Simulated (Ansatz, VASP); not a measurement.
**One calculation of PbS, two programs**

```
Pb S
1.0
     0.01483    2.96575    2.96575
     2.96575    0.01483    2.96575
     2.98058    2.98058    0.00000
Pb S
1 1
Direct
  0.00000 0.00000 0.00000
  0.50000 0.50000 0.50000
```

Alike in both runs: functional PBEsol; k mesh 7 × 7 × 7; occupations fermi-dirac, width 0.05 eV; no spin polarisation.

|  | VASP | Ansatz |
| --- | --- | --- |
| version | VASP 6.6.1 | Ansatz 0.2.0 |
| potentials or method | VASP PAW PBE potentials, release 64 (Pb_d, S) | Ansatz PAW |
| plane-wave cutoff (eV) | 520 | 420 |
| valence electrons in the cell | 20 | 20 |
| task | single point | band structure |

|  | VASP | Ansatz | Ansatz less VASP |
| --- | --- | --- | --- |
| pressure (GPa) | -1.0 | -0.9 | +0.05 |
| traceless stress, the component that is largest in VASP (GPa) | -0.20 | -0.20 | 0.000 |

VASP's potentials were made for PBE, not for PBEsol. The functional is the same, so the differences come from potentials, cutoffs and numerics.

Neither program's run includes spin-orbit coupling.
